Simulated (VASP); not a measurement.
# WS2 in VASP: further runs

WS2 is run at these levels: PBEsol+D3(BJ); tasks: single point.

Program: VASP 6.6.1. These are calculated values, not measurements. Logs are shortened: lines on timing, memory, paths and dates and some standing lists are left out, and cuts for length are marked.

## 1. The cell of the first run

The cell holds a slab with vacuum, 3 atoms: a = 3.124 Å, b = 3.124 Å, c = 16.938 Å, α = 90.00°, β = 90.00°, γ = 120.00°.

## 2. Single point, PBEsol+D3(BJ) (mode 4 frozen in at -0.030 Å and mode 9 at -0.020 Å (largest displacements))

File INCAR:

```
SYSTEM = WS2
  PREC = Accurate
  ENCUT = 520
  EDIFF = 1E-6
  ISMEAR = 0
  SIGMA = 0.05
  LREAL = .FALSE.
  LASPH = .TRUE.
  NELM = 80
  ALGO = Normal
  ISIF = 2
  LWAVE = .FALSE.
  LCHARG = .TRUE.
  GGA = PS
  IVDW = 12
  LELF = .TRUE.
  LVHAR = .TRUE.
  NBANDS = 20
```

File KPOINTS:

```
regular mesh
0
G
  12 12 2
  0 0 0
```

File POSCAR:

```
WS2
1.0
    3.1239380587      0.0000000000      0.0000000000
   -1.5619690294      2.7054097187      0.0000000000
    0.0000000000      0.0000000000     16.9375357456
W S
1 2
Direct
    0.3333333333      0.6666666667      0.0004036076
    0.6569353598      0.3333333333      0.9059939784
    0.6763979736      0.3333333333      0.0916916354
```

Potentials or basis: VASP PAW PBE potentials, release 64 (W_sv, S).

Started as:

```
> cat potpaw_PBE.64/W_sv/POTCAR potpaw_PBE.64/S/POTCAR > POTCAR
> mpirun -np 1 vasp_std > vasp.out
```

OUTCAR:

```text
SYSTEM = WS2
   PREC = Accurate
   ENCUT = 520
   EDIFF = 1E-6
   ISMEAR = 0
   LREAL = .FALSE.
   LASPH = .TRUE.
   NELM = 80
   ISIF = 2
   GGA = PS
   IVDW = 12
 IVDW          = 12

 ion  position               nearest neighbor table
   1  0.333  0.667  0.000-   3 2.36   3 2.38   2 2.39   3 2.40   2 2.41   2 2.43
   2  0.657  0.333  0.906-   1 2.39   1 2.41   1 2.43
   3  0.676  0.333  0.092-   1 2.36   1 2.38   1 2.40

  LATTYP: Found a hexagonal cell.
 ALAT       =     3.1239380587
 C/A-ratio  =     5.4218538996

  Lattice vectors:

 A1 = (   3.1239380587,   0.0000000000,   0.0000000000)
 A2 = (  -1.5619690294,   2.7054097187,   0.0000000000)
 A3 = (   0.0000000000,   0.0000000000,  16.9375357456)

Analysis of symmetry for initial positions (statically):
=====================================================================
 Subroutine PRICEL returns:
 Original cell was already a primitive cell.

 Routine SETGRP: Setting up the symmetry group for a
 hexagonal supercell.

 Subroutine GETGRP returns: Found  1 space group operations
 (whereof  1 operations were pure point group operations)
 out of a pool of 24 trial point group operations.

The static configuration has the point symmetry C_1 .

Analysis of symmetry for dynamics (positions and initial velocities):
=====================================================================
 Subroutine PRICEL returns:
 Original cell was already a primitive cell.

 Routine SETGRP: Setting up the symmetry group for a
 hexagonal supercell.

 Subroutine GETGRP returns: Found  1 space group operations
 (whereof  1 operations were pure point group operations)
 out of a pool of 24 trial point group operations.

The dynamic configuration has the point symmetry C_1 .

 Subroutine INISYM returns: Found  1 space group operations
 (whereof  1 operations are pure point group operations),
 and found     1 'primitive' translations

----------------------------------------------------------------------------------------

                                     Primitive cell

  volume of cell :     143.1481

  direct lattice vectors                    reciprocal lattice vectors
     3.123938059  0.000000000  0.000000000     0.320108780  0.184814890  0.000000000
    -1.561969029  2.705409719  0.000000000     0.000000000  0.369629780  0.000000000
     0.000000000  0.000000000 16.937535746     0.000000000  0.000000000  0.059040466

  length of vectors
     3.123938059  3.123938059 16.937535746     0.369629780  0.369629780  0.059040466

  position of ions in fractional coordinates (direct lattice)
     0.333333333  0.666666667  0.000403608
     0.656935360  0.333333333  0.905993978
     0.676397974  0.333333333  0.091691635

  ion indices of the primitive-cell ions
   primitive index   ion index
                 1           1
                 2           2
                 3           3

----------------------------------------------------------------------------------------

 KPOINTS: regular mesh

Automatic generation of k-mesh.
 Grid dimensions read from file:
 generate k-points for:   12   12    2

 Generating k-lattice:

  Cartesian coordinates                     Fractional coordinates (reciprocal lattice)
     0.026675732  0.015401241  0.000000000     0.083333333  0.000000000  0.000000000
     0.000000000  0.030802482  0.000000000     0.000000000  0.083333333  0.000000000
     0.000000000  0.000000000  0.029520233     0.000000000  0.000000000  0.500000000

  Length of vectors
     0.030802482  0.030802482  0.029520233

  Shift w.r.t. Gamma in fractional coordinates (k-lattice)
     0.000000000  0.000000000  0.000000000

 Subroutine IBZKPT returns following result:
 ===========================================

 Found    148 irreducible k-points:

 Following reciprocal coordinates:
            Coordinates               Weight
  0.000000  0.000000  0.000000      1.000000
  0.083333 -0.000000  0.000000      2.000000
  0.000000  0.083333  0.000000      2.000000
 -0.083333  0.083333  0.000000      2.000000
  0.166667  0.000000  0.000000      2.000000
  0.000000  0.166667  0.000000      2.000000
[... 16 lines left out ...]
  0.166667  0.083333  0.000000      2.000000
 -0.083333  0.250000  0.000000      2.000000
 [... further k-points ...]
   k-points           NKPTS =    148   k-points in BZ     NKDIM =    148   number of bands    NBANDS=     20
   number of dos      NEDOS =    301   number of ions     NIONS =      3
   total plane-waves  NPLWV =  72576
   dimension x,y,z NGX =    24 NGY =   24 NGZ =  126
   dimension x,y,z NGXF=    48 NGYF=   48 NGZF=  252
   ions per type =               1   2
   NGX,Y,Z   is equivalent  to a cutoff of  12.77, 12.77, 12.37 a.u.
   NGXF,Y,Z  is equivalent  to a cutoff of  25.54, 25.54, 24.73 a.u.
 SYSTEM =  WS2
   PREC   = accura    normal or accurate (medium, high low for compatibility)
   ISTART =      0    job   : 0-new  1-cont  2-samecut
   ICHARG =      2    charge: 1-file 2-atom 10-const
   ISPIN  =      1    spin polarized calculation?
   LNONCOLLINEAR =      F non collinear calculations
   LSORBIT =      F    spin-orbit coupling
   LASPH  =      T    aspherical Exc in radial PAW
   ENCUT  =  520.0 eV  38.22 Ry    6.18 a.u.   5.81  5.81 31.49*2*pi/ulx,y,z
   NELM   =     80;   NELMIN=  2; NELMDL= -5     # of ELM steps
   EDIFF  = 0.1E-05   stopping-criterion for ELM
   LREAL  =      F    real-space projection
   EDIFFG = 0.1E-04   stopping-criterion for IOM
   NSW    =      0    number of steps for IOM
   IBRION =     -1    ionic relax: 0-MD 1-quasi-New 2-CG
   NFREE  =      0    steps in history (QN), initial steepest desc. (CG)
   ISIF   =      2    stress and relaxation
   ISYM   =      2    0-nonsym 1-usesym 2-fastsym
   POTIM  = 0.5000    time-step for ionic-motion
   TEBEG  =    0.0;   TEEND  =   0.0 temperature during run
   PSTRESS=    0.0 pullay stress
   NELECT =      26.0000    total number of electrons
   NUPDOWN=      -1.0000    fix difference up-down
   EMIN   =  10.00;   EMAX   =-10.00  energy-range for DOS
   EFERMI =   0.00;   METHOD = LEGACY
   ISMEAR =     0;   SIGMA  =   0.05  broadening in eV -4-tet -1-fermi 0-gaus
   EFERMI_NEDOS =   21; number of points for ismear=-14 and -15
   IALGO  =     38    algorithm
   IMIX   =      4    mixing-type and parameters
     AMIX     =   0.40;   BMIX     =  1.00
     AMIX_MAG =   1.60;   BMIX_MAG =  1.00
  volume/ion in A,a.u.               =      47.72       322.00
  Fermi-wavevector in a.u.,A,eV,Ry     =   0.927123  1.752009 11.694985  0.859557
  Thomas-Fermi vector in A             =   2.053159
   LORBIT       =      0    0 simple, 1 ext, 2 COOP (PROOUT), +10 PAW based schemes
   GGA     = PS    functional components
   LHFCALC =     F    Hartree Fock is set to
   AEXX    =    0.0000 exact exchange contribution
   IVDW    =    12    specifies the selected vdW correction
   LEPSILON=     F    determine dielectric tensor
   LRPA    =     F    only Hartree local field effects (RPA)
 non-spin polarized calculation
 Gauss-broadening in eV      SIGMA  =   0.05
  energy-cutoff  :      520.00
  volume of cell :      143.15
 maximum number of plane-waves:      3892
   NGX = 11   NGY = 11   NGZ = 63

 number of electron      26.0000000 magnetization

 Free energy of the ion-electron system (eV)
  ---------------------------------------------------
  ext. energy  EPLUGINS =         0.00000000
  ---------------------------------------------------
  free energy    TOTEN  =       -25.22180562 eV

  energy without entropy =      -25.22180562  energy(sigma->0) =      -25.22180562

 E-fermi :  -0.6028     XC(G=0):  -4.6391

 val. band max:       -1.0648436352   @ k =   0.3333   0.3333   0.0000
 cond. band min:       0.9157667150   @ k =  -0.3333   0.1667   0.0000
 fundamental gap:      1.9806103502
 Fermi energy:        -0.6027920393

 k-point     1 :       0.0000    0.0000    0.0000
  band No.  band energies     occupation
      1     -74.9406      2.00000
      2     -39.2392      2.00000
      3     -39.0187      2.00000
      4     -39.0172      2.00000
      5     -16.0333      2.00000
      6     -14.3372      2.00000
[... 12 lines left out ...]
     19       4.4552      0.00000
     20       4.6609      0.00000

 k-point     2 :       0.0833   -0.0000    0.0000
  band No.  band energies     occupation
      1     -74.9391      2.00000
      2     -39.2341      2.00000
      3     -39.0469      2.00000
      4     -39.0237      2.00000
      5     -15.9089      2.00000
      6     -14.2905      2.00000
[... 12 lines left out ...]
     19       4.5989      0.00000
     20       5.1099      0.00000

 k-point     3 :       0.0000    0.0833    0.0000
  band No.  band energies     occupation
      1     -74.9391      2.00000
      2     -39.2341      2.00000
      3     -39.0460      2.00000
      4     -39.0246      2.00000
      5     -15.9089      2.00000
      6     -14.2905      2.00000
[... 12 lines left out ...]
     19       4.5987      0.00000
     20       5.1107      0.00000

 k-point     4 :      -0.0833    0.0833    0.0000
  band No.  band energies     occupation
      1     -74.9391      2.00000
      2     -39.2341      2.00000
      3     -39.0455      2.00000
      4     -39.0250      2.00000
      5     -15.9089      2.00000
      6     -14.2904      2.00000
[... 12 lines left out ...]
     19       4.5984      0.00000
     20       5.1093      0.00000

 k-point     5 :       0.1667    0.0000    0.0000
  band No.  band energies     occupation
      1     -74.9351      2.00000
      2     -39.2201      2.00000
      3     -39.1232      2.00000
      4     -39.0414      2.00000
      5     -15.5542      2.00000
      6     -14.1574      2.00000
[... 12 lines left out ...]
     19       5.0116      0.00000
     20       5.9073      0.00000
[... 353 lines left out ...]
      6     -14.2003      2.00000
[... 12 lines left out ...]
     19       4.8783      0.00000
     20       5.7567      0.00000

 k-point    22 :      -0.1667    0.0833    0.0000
  band No.  band energies     occupation
      1     -74.9364      2.00000
      2     -39.2245      2.00000
      3     -39.0971      2.00000
      4     -39.0378      2.00000
      5     -15.6693      2.00000
      6     -14.2003      2.00000
[... 12 lines left out ...]
     19       4.8788      0.00000
     20       5.7563      0.00000

 k-point    23 :       0.1667    0.0833    0.0000
  band No.  band energies     occupation
      1     -74.9316      2.00000
      2     -39.2081      2.00000
      3     -39.1834      2.00000
      4     -39.0618      2.00000
      5     -15.2261      2.00000
      6     -14.0342      2.00000
[... 12 lines left out ...]
     19       5.4092      0.00000
     20       6.3588      0.00000

 k-point    24 :      -0.0833    0.2500    0.0000
  band No.  band energies     occupation
      1     -74.9316      2.00000
      2     -39.2080      2.00000
      3     -39.1821      2.00000
      4     -39.0631      2.00000
      5     -15.2262      2.00000
      6     -14.0340      2.00000
[... 12 lines left out ...]
     19       5.4078      0.00000
     20       6.3583      0.00000

 [... further k-points ...]

------------------------ aborting loop because EDIFF is reached ----------------------------------------

 Edisp (eV)   -0.75937

 E8    (eV) :    -0.5104

  FORCE on cell =-STRESS in cart. coord.  units (eV):
  Direction    XX          YY          ZZ          XY          YZ          ZX
  --------------------------------------------------------------------------------------
  -------------------------------------------------------------------------------------
  Total       0.06166     0.06015     0.06890     0.04303    -0.00192    -1.00185
  in kB       0.69017     0.67319     0.77118     0.48160    -0.02154   -11.21311
  external pressure =        0.71 kB  Pullay stress =        0.00 kB

 VOLUME and BASIS-vectors are now :
 -----------------------------------------------------------------------------
  energy-cutoff  :      520.00
  volume of cell :      143.15
      direct lattice vectors                 reciprocal lattice vectors
     3.123938059  0.000000000  0.000000000     0.320108780  0.184814890  0.000000000
    -1.561969029  2.705409719  0.000000000     0.000000000  0.369629780  0.000000000
     0.000000000  0.000000000 16.937535746     0.000000000  0.000000000  0.059040466

 POSITION                                       TOTAL-FORCE (eV/Angst)
 -----------------------------------------------------------------------------------
     -0.00000      1.80361      0.00684         0.040510      0.016009     -0.906702
      1.53157      0.90180     15.34531         0.298601     -0.007258      0.410242
      1.59237      0.90180      1.55303        -0.339111     -0.008751      0.496460
 -----------------------------------------------------------------------------------
    total drift:                               -0.000005     -0.000001      0.000202

  FREE ENERGIE OF THE ION-ELECTRON SYSTEM (eV)
  ---------------------------------------------------
  free  energy   TOTEN  =       -25.9811711414 eV

  energy  without entropy=      -25.9811711414  energy(sigma->0) =      -25.98117114
```

Wall time 9 min (1 thread of Oxide Virtual Turin-like, shared host); peak memory 0.5 GiB.

What came out:

```
Free energy                : -25.9812 eV
Largest force              : 0.908 eV/Å
Band gap on the k mesh     : 1.98 eV, indirect (least direct gap 2.04 eV)
Dispersion energy per atom : -0.253 eV
```

Forces on the atoms (eV/Å):
```
W    0.041  0.016 -0.907
S    0.299 -0.007  0.410
S   -0.339 -0.009  0.496
```

Caveat: the cell differs from its parent crystal (mode 4 frozen in at -0.030 Å and mode 9 at -0.020 Å (largest displacements)); the PAW data sets were made with another functional, which shifts forces and pressure a little; spin-orbit coupling is left out, which moves the levels of the heavy elements.

(Continued in part 2 of 2.)
